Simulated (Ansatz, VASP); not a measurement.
**NaH: VASP beside Ansatz**

INCAR

```
SYSTEM = NaH
PREC     = Accurate       ! precision mode
ENCUT    = 520            ! plane-wave cutoff, eV
EDIFF    = 1E-7           ! SCF threshold, eV
ISMEAR   = 0              ! smearing method
SIGMA    = 0.01           ! smearing width, eV
LREAL    = .FALSE.        ! projectors in reciprocal space
LASPH    = .TRUE.         ! aspherical terms in the spheres
NELM     = 80             ! most SCF steps
ALGO     = Normal         ! electronic algorithm
ISIF     = 2              ! what is computed and relaxed
LWAVE    = .FALSE.        ! write WAVECAR
LCHARG   = .TRUE.         ! write CHGCAR
GGA      = PE             ! functional
LELF     = .TRUE.         ! ELF
LVHAR    = .TRUE.       
NBANDS   = 11             ! bands
```

File KPOINTS:

```
Automatic mesh
0
G
  8 8 8
  0 0 0
```

File POSCAR:

```
NaH
1.0
    0.0000000000      2.4635576624      2.4635576624
    2.4635576624      0.0000000000      2.4635576624
    2.4635576624      2.4635576624      0.0000000000
Na H
1 1
Direct
    0.0000000000      0.0000000000      0.0000000000
    0.5000000000      0.5000000000      0.5000000000
```

Input for Ansatz:

```yaml
crystal:
  lattice:
    - [0.0, 2.4635576624, 2.4635576624]
    - [2.4635576624, 0.0, 2.4635576624]
    - [2.4635576624, 2.4635576624, 0.0]
  atoms:
    - { symbol: Na, position: [0.0, 0.0, 0.0] }
    - { symbol: H, position: [0.5, 0.5, 0.5] }
kpoints:
  mp_grid: { grid: [8, 8, 8] }
hamiltonian:
  xc: pbe
scf:
  occupations: { method: fixed }
  n_extra_bands: 4
output:
  forces: true
  stress: true
  eigenvalues: true
```

Alike in both runs: task single point; functional PBE; k mesh 8 × 8 × 8; no spin polarisation.

```csv
,VASP,Ansatz
version,VASP 6.6.1,Ansatz 0.2.0
potentials or method,"VASP PAW PBE potentials, release 64 (Na_pv, H)","plane waves, PAW"
plane-wave cutoff (eV),520,420
occupations,"gaussian, width 0.01 eV",fixed
valence electrons in the cell,8,10
```

|  | VASP | Ansatz | Ansatz less VASP |
| --- | --- | --- | --- |
| gap on the k mesh at the Fermi level (eV) | 3.66 | 3.67 | +0.002 |
| pressure (GPa) | -1.3 | -1.2 | +0.04 |

VASP's potentials hold 8 valence electrons a cell and Ansatz's 10, so a difference there can come from the potentials and not from the codes.
